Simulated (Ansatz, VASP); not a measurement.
**Two plane-wave programs on MgGaC4N4**

```
Mg Ga C N
1.0
     5.98725    0.00000    0.00000
     0.00000    5.98725    0.00000
     0.00000    0.00000    5.98725
Mg Ga C N
1 1 4 4
Cartesian
  2.9936 2.9936 2.9936
  0.0000 0.0000 0.0000
  1.1377 1.1377 1.1377
  1.1377 4.8496 4.8496
  4.8496 1.1377 4.8496
  4.8496 4.8496 1.1377
  1.8145 1.8145 1.8145
  1.8145 4.1728 4.1728
  4.1728 1.8145 4.1728
  4.1728 4.1728 1.8145
```

Alike in both runs: functional PBE; k mesh 6 × 6 × 6; occupations gaussian, width 0.1 eV; no spin polarisation.

Ansatz relaxed the structure, and its values are those at the end. VASP's run is a single point on that final structure, the one shown.

```csv
,VASP,Ansatz
version,VASP 6.6.1,Ansatz 0.2.0
potentials or method,"VASP PAW PBE potentials, release 64 (Mg_sv, Ga_d, C, N), cutoff 750 eV","scalar-relativistic, plane waves, PAW"
valence electrons in the cell,59,59
```

|  | VASP | Ansatz | Ansatz less VASP |
| --- | --- | --- | --- |
| gap on the k mesh at the Fermi level (eV) | none | none | - |
| pressure (GPa) | 0.2 | 0.0 | -0.21 |
| rms of the force components (eV/Å) | 0.188 | 0.000 | -0.1878 |

A gap of «none» marks a metal or a gap that the smearing closes. One of these differences is far larger than is usual between the two programs; its cause wasn't traced. With one functional, cell and mesh, what is left measures potentials, basis and numerics.

Noted on VASP's run: the standard files for N, O and F lose accuracy on very short bonds.
